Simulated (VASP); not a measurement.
A run of VASP 6.6.1 is set up as follows.

File POSCAR:

```
TaN
1.0
    0.0000000000      2.2321080172      2.2321080172
    2.2321080172      0.0000000000      2.2321080172
    2.2321080172      2.2321080172      0.0000000000
Ta N
1 1
Direct
    0.0000000000      0.0000000000      0.0000000000
    0.5000000000      0.5000000000      0.5000000000
```

The input INCAR.step1:

```
ALGO = Normal
EDIFF = 1E-4
ENCUT = 520
GGA = PE
ISMEAR = 0
LASPH = T
LCHARG = F
LREAL = F
LWAVE = T
NBANDS = 15
NELM = 80
PREC = Accurate
SIGMA = 0.1
```

INCAR.step2

```
ALGO = Normal
EDIFF = 1E-7
ENCUT = 520
ISIF = 2
ISMEAR = 0
ISTART = 1
LASPH = T
LCHARG = F
LMIXTAU = T
LREAL = F
LWAVE = F
METAGGA = R2SCAN
NBANDS = 15
NELM = 80
PREC = Accurate
SIGMA = 0.1
```

Contents of KPOINTS:

```
k-points
0
Gamma
  8 8 8
```

Potentials or basis: VASP PAW PBE potentials, release 64 (Ta_pv, N).

Run with:

```sh
$ cat potpaw_PBE.64/Ta_pv/POTCAR potpaw_PBE.64/N/POTCAR > POTCAR
$ cp INCAR.step1 INCAR
$ mpirun -np 1 vasp_std > vasp.out
$ cp INCAR.step2 INCAR
$ mpirun -np 1 vasp_std > vasp.out
```

(1) Predict the pressure.

(2) What does it give for the band gap on the k mesh?

Answers

(1) -12.8 GPa.

(2) zero (band 8 reaches 10.89 eV, above the bottom of band 9 at 7.06 eV).

Caveat: the PAW data sets were made with another functional, which shifts forces and pressure a little; spin-orbit coupling is left out, which moves the levels of the heavy elements.
